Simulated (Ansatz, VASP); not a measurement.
**One calculation of LiMgBN2, two programs**

File INCAR:

```
SYSTEM = LiMgBN2
ALGO = Normal
EDIFF = 1E-6
EDIFFG = -0.005
ENCUT = 600
GGA = PS
IBRION = 2
ISIF = 3
ISMEAR = 0
LASPH = .True.
LCHARG = .False.
LREAL = .False.
LWAVE = .False.
NELM = 80
NSW = 100
PREC = Accurate
SIGMA = 0.02
```

KPOINTS

```
k-points
0
Gamma
  10 10 10
  0 0 0
```

The input POSCAR:

```
LiMgBN2
1.0
   -1.9096560000      1.9096560000      4.4435220000
    1.9096560000     -1.9096560000      4.4435220000
    1.9096560000      1.9096560000     -4.4435220000
Li Mg B N
1 1 1 2
Direct
    0.2500000000      0.7500000000      0.5000000000
    0.7500000000      0.2500000000      0.5000000000
    0.5000000000      0.5000000000      0.0000000000
    0.6512635000      0.6512635000      0.0000000000
    0.3487365000      0.3487365000      0.0000000000
```

Input for Ansatz:

```yaml
crystal:
  lattice:
    - [-1.909656, 1.909656, 4.443522]
    - [1.909656, -1.909656, 4.443522]
    - [1.909656, 1.909656, -4.443522]
  atoms:
    - { symbol: Li, position: [0.25, 0.75, 0.5] }
    - { symbol: Mg, position: [0.75, 0.25, 0.5] }
    - { symbol: B, position: [0.5, 0.5, 0.0] }
    - { symbol: "N", position: [0.6512635, 0.6512635, 0.0] }
    - { symbol: "N", position: [0.3487365, 0.3487365, 0.0] }
basis:
  ecutwfc: 420
kpoints:
  mp_grid: { grid: [10, 10, 10] }
hamiltonian:
  xc: pbesol
scf:
  occupations: { method: gaussian, width: 0.02 }
output:
  forces: true
  stress: true
  eigenvalues: true
  write_density: true
  write_potential: true
  elf: true
  volumetric_format: npy
relax:
  adjacent_minimum: "off"
  f_tol: 0.005
  max_steps: 80
  cell: { stress_tol: 0.05 }
```

Alike in both runs: task relaxation of cell and atoms; functional PBEsol; k mesh 10 × 10 × 10; occupations gaussian, width 0.02 eV; no spin polarisation.

|  | VASP | Ansatz |
| --- | --- | --- |
| version | VASP 6.6.1 | Ansatz 0.2.0 |
| potentials or method | VASP PAW PBE potentials, release 64 (Li_sv, Mg, B, N), cutoff 600 eV | scalar-relativistic, plane waves, PAW |
| valence electrons in the cell | 18 | 26 |

```tsv
	VASP	Ansatz	Ansatz less VASP
gap on the k mesh at the Fermi level, each at its own relaxed structure (eV)	2.54	2.53	-0.007
relaxed volume (Å³/atom)	12.60	12.64	+0.035
relaxed length of the cell vector where the two differ most in proportion (Å)	5.167	5.169	+0.0018
```

VASP's potentials were made for PBE, not for PBEsol. VASP's potentials hold 18 valence electrons a cell and Ansatz's 26, so a difference there can come from the potentials and not from the codes.

Noted on VASP's run: the cutoff is under 1.25 times that of the potentials, so the pressure is a little rough.
